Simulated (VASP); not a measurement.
# Fe (Fm-3m) in VASP: density of states with PBE

Aim: the density of states of Fe with PBE.

All numbers are computed with VASP 6.6.1; they aren't measurements. Logs are shortened: lines on timing, memory, paths and dates and some standing lists are left out, and cuts for length are marked.

### 1 The cell of the first run

Symmetry: Fm-3m, No. 225, cubic system. The conventional cell has a = 3.620 Å, b = 3.620 Å, c = 3.620 Å, α = 90.00°, β = 90.00°, γ = 90.00°. Within 3.4 Å of Fe (site symmetry m-3m) lie 12 Fe at 2.56 Å.

### 2 Density of states, PBE

POSCAR

```
Fe
1.0
    0.0000000000      1.8102000000      1.8102000000
    1.8102000000      0.0000000000      1.8102000000
    1.8102000000      1.8102000000      0.0000000000
Fe
1
Direct
    0.0000000000      0.0000000000      0.0000000000
```

INCAR.step1

```
  PREC = Accurate
  ENCUT = 520
  EDIFF = 1E-6
  ISMEAR = -1
  SIGMA = 0.1
  LREAL = False
  LASPH = True
  NELM = 60
  ALGO = Normal
  ISIF = 2
  LWAVE = False
  LCHARG = True
  LMAXMIX = 4
  GGA = PE
  NBANDS = 10
```

KPOINTS.step1

```
Automatic mesh
0
Gamma
  16 16 16
```

INCAR.step2

```
  PREC = Accurate
  ENCUT = 520
  EDIFF = 1E-6
  ISMEAR = -5
  SIGMA = 0.1
  LREAL = False
  LASPH = True
  NELM = 60
  ALGO = Normal
  ISIF = 2
  LWAVE = False
  LCHARG = False
  LMAXMIX = 4
  GGA = PE
  LORBIT = 10
  NEDOS = 2001
  ICHARG = 11
```

KPOINTS.step2

```
Automatic mesh
0
Gamma
  24 24 24
```

Potentials or basis: VASP PAW PBE potentials, release 64 (Fe).

On the command line:

```sh
$ cat potpaw_PBE.64/Fe/POTCAR > POTCAR
$ cp INCAR.step1 INCAR
$ cp KPOINTS.step1 KPOINTS
$ mpirun -np 1 vasp_std > vasp.out
$ cp INCAR.step2 INCAR
$ cp KPOINTS.step2 KPOINTS
$ mpirun -np 1 vasp_std > vasp.out
```

OUTCAR:

```text
PREC = Accurate
   ENCUT = 520
   EDIFF = 1E-6
   ISMEAR = -5
   LREAL = False
   LASPH = True
   NELM = 60
   ISIF = 2
   GGA = PE
   LORBIT = 10
   ICHARG = 11

 ion  position               nearest neighbor table
   1  0.000  0.000  0.000-

  LATTYP: Found a face centered cubic cell.
 ALAT       =     3.6204000000

  Lattice vectors:

 A1 = (   0.0000000000,   1.8102000000,   1.8102000000)
 A2 = (   1.8102000000,   0.0000000000,   1.8102000000)
 A3 = (   1.8102000000,   1.8102000000,   0.0000000000)

Analysis of symmetry for initial positions (statically):
=====================================================================
 Subroutine PRICEL returns:
 Original cell was already a primitive cell.

 Routine SETGRP: Setting up the symmetry group for a
 face centered cubic supercell.

 Subroutine GETGRP returns: Found 48 space group operations
 (whereof 48 operations were pure point group operations)
 out of a pool of 48 trial point group operations.

The static configuration has the point symmetry O_h .

Analysis of symmetry for dynamics (positions and initial velocities):
=====================================================================
 Subroutine PRICEL returns:
 Original cell was already a primitive cell.

 Routine SETGRP: Setting up the symmetry group for a
 face centered cubic supercell.

 Subroutine GETGRP returns: Found 48 space group operations
 (whereof 48 operations were pure point group operations)
 out of a pool of 48 trial point group operations.

The dynamic configuration has the point symmetry O_h .

 Subroutine INISYM returns: Found 48 space group operations
 (whereof 48 operations are pure point group operations),
 and found     1 'primitive' translations

----------------------------------------------------------------------------------------

                                     Primitive cell

  volume of cell :      11.8634

  direct lattice vectors                    reciprocal lattice vectors
     0.000000000  1.810200000  1.810200000    -0.276212573  0.276212573  0.276212573
     1.810200000  0.000000000  1.810200000     0.276212573 -0.276212573  0.276212573
     1.810200000  1.810200000  0.000000000     0.276212573  0.276212573 -0.276212573

  length of vectors
     2.560009391  2.560009391  2.560009391     0.478414210  0.478414210  0.478414210

  position of ions in fractional coordinates (direct lattice)
     0.000000000  0.000000000  0.000000000

  ion indices of the primitive-cell ions
   primitive index   ion index
                 1           1

----------------------------------------------------------------------------------------

 KPOINTS: Automatic mesh

Automatic generation of k-mesh.
 Grid dimensions read from file:
 generate k-points for:   24   24   24

 Generating k-lattice:

  Cartesian coordinates                     Fractional coordinates (reciprocal lattice)
    -0.011508857  0.011508857  0.011508857     0.041666667  0.000000000  0.000000000
     0.011508857 -0.011508857  0.011508857     0.000000000  0.041666667  0.000000000
     0.011508857  0.011508857 -0.011508857     0.000000000  0.000000000  0.041666667

  Length of vectors
     0.019933925  0.019933925  0.019933925

  Shift w.r.t. Gamma in fractional coordinates (k-lattice)
     0.000000000  0.000000000  0.000000000

 TETIRR: Found   1864 inequivalent tetrahedra from    82944

 Subroutine IBZKPT returns following result:
 ===========================================

 Found    413 irreducible k-points:

 Following reciprocal coordinates:
            Coordinates               Weight
  0.000000  0.000000  0.000000      1.000000
  0.041667  0.000000  0.000000      8.000000
  0.083333  0.000000  0.000000      8.000000
  0.125000  0.000000  0.000000      8.000000
  0.166667  0.000000  0.000000      8.000000
  0.208333  0.000000  0.000000      8.000000
[... 16 lines left out ...]
  0.416667  0.041667  0.000000     24.000000
  0.458333  0.041667  0.000000     24.000000
 [... further k-points ...]
   k-points           NKPTS =    413   k-points in BZ     NKDIM =    413   number of bands    NBANDS=      8
   number of dos      NEDOS =   2001   number of ions     NIONS =      1
   total plane-waves  NPLWV =   8000
   dimension x,y,z NGX =    20 NGY =   20 NGZ =   20
   dimension x,y,z NGXF=    40 NGYF=   40 NGZF=   40
   ions per type =               1
   NGX,Y,Z   is equivalent  to a cutoff of  12.99, 12.99, 12.99 a.u.
   NGXF,Y,Z  is equivalent  to a cutoff of  25.98, 25.98, 25.98 a.u.
 SYSTEM =  unknown system
   PREC   = accura    normal or accurate (medium, high low for compatibility)
   ISTART =      0    job   : 0-new  1-cont  2-samecut
   ICHARG =     11    charge: 1-file 2-atom 10-const
   ISPIN  =      1    spin polarized calculation?
   LNONCOLLINEAR =      F non collinear calculations
   LSORBIT =      F    spin-orbit coupling
   LASPH  =      T    aspherical Exc in radial PAW
   ENCUT  =  520.0 eV  38.22 Ry    6.18 a.u.   4.76  4.76  4.76*2*pi/ulx,y,z
   NELM   =     60;   NELMIN=  2; NELMDL=  0     # of ELM steps
   EDIFF  = 0.1E-05   stopping-criterion for ELM
   LREAL  =      F    real-space projection
   EDIFFG = 0.1E-04   stopping-criterion for IOM
   NSW    =      0    number of steps for IOM
   IBRION =     -1    ionic relax: 0-MD 1-quasi-New 2-CG
   NFREE  =      0    steps in history (QN), initial steepest desc. (CG)
   ISIF   =      2    stress and relaxation
   ISYM   =      2    0-nonsym 1-usesym 2-fastsym
   POTIM  = 0.5000    time-step for ionic-motion
   TEBEG  =    0.0;   TEEND  =   0.0 temperature during run
   PSTRESS=    0.0 pullay stress
   NELECT =       8.0000    total number of electrons
   NUPDOWN=      -1.0000    fix difference up-down
   EMIN   =  10.00;   EMAX   =-10.00  energy-range for DOS
   EFERMI =   0.00;   METHOD = LEGACY
   ISMEAR =    -5;   SIGMA  =   0.10  broadening in eV -4-tet -1-fermi 0-gaus
   EFERMI_NEDOS =   21; number of points for ismear=-14 and -15
   IALGO  =     38    algorithm
   IMIX   =      4    mixing-type and parameters
     AMIX     =   0.40;   BMIX     =  1.00
     AMIX_MAG =   1.60;   BMIX_MAG =  1.00
  volume/ion in A,a.u.               =      11.86        80.06
  Fermi-wavevector in a.u.,A,eV,Ry     =   1.435605  2.712900 28.041083  2.060961
  Thomas-Fermi vector in A             =   2.554885
   LORBIT       =     10    0 simple, 1 ext, 2 COOP (PROOUT), +10 PAW based schemes
   GGA     = PE    functional components
   LHFCALC =     F    Hartree Fock is set to
   AEXX    =    0.0000 exact exchange contribution
   IVDW    =     0    specifies the selected vdW correction
   LEPSILON=     F    determine dielectric tensor
   LRPA    =     F    only Hartree local field effects (RPA)
 non-spin polarized calculation
 Fermi weights with tetrahedron method with Bloechl corrections
  energy-cutoff  :      520.00
  volume of cell :       11.86
 maximum number of plane-waves:       332

 number of electron       8.0000005 magnetization

 Free energy of the ion-electron system (eV)
  ---------------------------------------------------
  ext. energy  EPLUGINS =         0.00000000
  ---------------------------------------------------
  free energy    TOTEN  =        -7.89989456 eV

  energy without entropy =       -7.89989456  energy(sigma->0) =       -7.89989456

 E-fermi :   5.2571     XC(G=0): -12.9243

 val. band max:        5.2762011415   @ k =   0.4583   0.0000   0.0000
 cond. band min:       5.2278755814   @ k =   0.2917   0.2917   0.0000
 fundamental gap:     -0.0483255601
 Fermi energy:         5.2570774261

 k-point     1 :       0.0000    0.0000    0.0000
  band No.  band energies     occupation
      1      -2.7396      2.00000
      2       3.9512      2.00000
      3       3.9512      2.00000
      4       3.9512      2.00000
      5       5.1951      2.00000
      6       5.1951      2.00000
      7      27.3391      0.00000
      8      31.7995      0.00000

 k-point     2 :       0.0417    0.0000    0.0000
  band No.  band energies     occupation
      1      -2.6735      2.00000
      2       3.9289      2.00000
      3       3.9691      2.00000
      4       3.9691      2.00000
      5       5.1866      2.00000
      6       5.1866      2.00000
      7      27.2346      0.00000
      8      30.8288      0.00000

 k-point     3 :       0.0833    0.0000    0.0000
  band No.  band energies     occupation
      1      -2.4773      2.00000
      2       3.8654      2.00000
      3       4.0187      2.00000
      4       4.0187      2.00000
      5       5.1654      2.00000
      6       5.1654      2.00000
      7      26.7318      0.00000
      8      29.4243      0.00000

 k-point     4 :       0.1250    0.0000    0.0000
  band No.  band energies     occupation
      1      -2.1569      2.00000
      2       3.7713      2.00000
      3       4.0877      2.00000
      4       4.0877      2.00000
      5       5.1440      2.00000
      6       5.1440      2.00000
      7      25.4610      0.00000
      8      28.6365      0.00000

 k-point     5 :       0.1667    0.0000    0.0000
  band No.  band energies     occupation
      1      -1.7237      2.00000
      2       3.6635      2.00000
      3       4.1530      2.00000
      4       4.1530      2.00000
      5       5.1448      2.00000
      6       5.1448      2.30705
      7      23.6972      0.00000
      8      28.2688      0.00000

 k-point     6 :       0.2083    0.0000    0.0000
  band No.  band energies     occupation
      1      -1.1971      2.00000
      2       3.5668      2.00000
      3       4.1867      2.00000
      4       4.1867      2.00000
      5       5.1942      1.99124
      6       5.1942      1.38586
      7      21.8155      0.00000
      8      27.9544      0.00000

 k-point     7 :       0.2500    0.0000    0.0000
  band No.  band energies     occupation
      1      -0.6099      2.00000
      2       3.5164      2.00000
      3       4.1737      2.00000
      4       4.1737      2.00000
      5       5.3042      0.84145
      6       5.3042      0.02459
      7      19.9462      0.00000
      8      27.5946      0.00000
[... 133 lines left out ...]
 k-point    20 :       0.2917    0.0417    0.0000
  band No.  band energies     occupation
      1      -0.1612      2.00000
      2       3.4903      2.00000
      3       4.1280      2.00000
      4       4.1735      2.00000
      5       5.3312      0.12572
      6       5.5179      0.00000
      7      18.7714      0.00000
      8      27.0638      0.00000

 k-point    21 :       0.3333    0.0417    0.0000
  band No.  band energies     occupation
      1       0.3901      2.00000
      2       3.6249      2.00000
      3       4.0515      2.00000
      4       4.1129      2.00000
      5       5.5398      0.00000
      6       5.6781      0.00000
      7      17.0266      0.00000
      8      26.6991      0.00000

 k-point    22 :       0.3750    0.0417    0.0000
  band No.  band energies     occupation
      1       0.8123      2.00000
      2       3.9234      2.00000
      3       3.9956      2.00000
      4       4.0451      2.00000
      5       5.7675      0.00000
      6       5.8317      0.00000
      7      15.4108      0.00000
      8      26.3642      0.00000

 k-point    23 :       0.4167    0.0417    0.0000
  band No.  band energies     occupation
      1       1.0689      2.00000
      2       3.9038      2.00000
      3       3.9835      2.00000
      4       4.4234      2.00000
      5       5.9563      0.00000
      6       6.0054      0.00000
      7      13.9887      0.00000
      8      26.0880      0.00000

 k-point    24 :       0.4583    0.0417    0.0000
  band No.  band energies     occupation
      1       1.1942      2.00000
      2       3.8612      2.00000
      3       3.9377      2.00000
      4       4.8868      2.00200
      5       6.0345      0.00000
      6       6.2488      0.00000
      7      12.8797      0.00000
      8      25.8915      0.00000

 [... further k-points ...]
[... 5 lines left out ...]
  --------------------------------------------------------------------------------------
  -------------------------------------------------------------------------------------
  Total       -2.4522522     -2.4522522     -2.4522522      0.0000000     -0.0000000      0.0000000
  in kB     -331.1814697   -331.1814697   -331.1814697      0.0000000     -0.0000000      0.0000000
  external PRESSURE =    -331.1814697 kB  Pullay stress =       0.0000000 kB

 VOLUME and BASIS-vectors are now :
 -----------------------------------------------------------------------------
  energy-cutoff  :      520.00
  volume of cell :       11.86
      direct lattice vectors                 reciprocal lattice vectors
     0.000000000  1.810200000  1.810200000    -0.276212573  0.276212573  0.276212573
     1.810200000  0.000000000  1.810200000     0.276212573 -0.276212573  0.276212573
     1.810200000  1.810200000  0.000000000     0.276212573  0.276212573 -0.276212573

 POSITION                                       TOTAL-FORCE (eV/Angst)
 -----------------------------------------------------------------------------------
      0.00000      0.00000      0.00000         0.000000      0.000000      0.000000
 -----------------------------------------------------------------------------------
    total drift:                                0.000000      0.000000     -0.000000

  FREE ENERGIE OF THE ION-ELECTRON SYSTEM (eV)
  ---------------------------------------------------
  free  energy   TOTEN  =        -7.8998945561 eV

  energy  without entropy=       -7.8998945561  energy(sigma->0) =       -7.89989456

 total charge

# of ion       s       p       d       tot
------------------------------------------
    1        0.467   0.495   6.209   7.171
```

Run time: 20 s. Hardware: 1 thread of Intel Xeon Platinum 8488C (Sapphire Rapids), shared host; peak memory 0.16 GiB.

What came out:

| Quantity | Value |
| --- | --- |
| Valence electrons inside the program's atomic spheres | Fe 7.17 |

Caveat: the run has no spin polarisation, though such a crystal can be magnetic; tetrahedron occupations give inexact forces and stress in metals. Spin polarisation is off, so any magnetic state and its effect on volume and gap are missing.
